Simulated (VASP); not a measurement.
Input of a VASP 6.6.1 run:

The input INCAR:

```
PREC = Accurate
ENCUT = 520
EDIFF = 1E-6
ISMEAR = -1
SIGMA = 0.1
LREAL = F
LASPH = T
NELM = 80
ALGO = Normal
ISIF = 2
LWAVE = F
LCHARG = F
LDIPOL = T
IDIPOL = 3
DIPOL = 0.5 0.5 0.500
GGA = PE
IBRION = 2
NSW = 32
EDIFFG = -0.01
```

File KPOINTS:

```
Automatic mesh
0
Gamma
  12 12 1
```

Contents of POSCAR:

```
Ag
1.0
    2.9330648184      0.0000000000      0.0000000000
    0.0000000000      2.9330648184      0.0000000000
    0.0000000000      0.0000000000     20.1480000000
Ag
3
Direct
    0.0000000000      0.0000000000      0.3990640059
    0.5000000000      0.5000000000      0.5000000006
    0.0000000000      0.0000000000      0.6009359935
```

Potentials or basis: VASP PAW PBE potentials, release 64 (Ag).

Command:

```bash
$ cat potpaw_PBE.64/Ag/POTCAR > POTCAR
$ mpirun -np 1 vasp_std > vasp.out
```

Predict the band gap on the k mesh.

zero (an odd number of electrons rules out a gap without spin polarisation).

Forces on the atoms (eV/Å):
```
Ag   0.000  0.000  0.004
Ag   0.000  0.000  0.000
Ag   0.000  0.000 -0.004
```

Caveat: the relaxation stopped at its first step, so nothing moved.
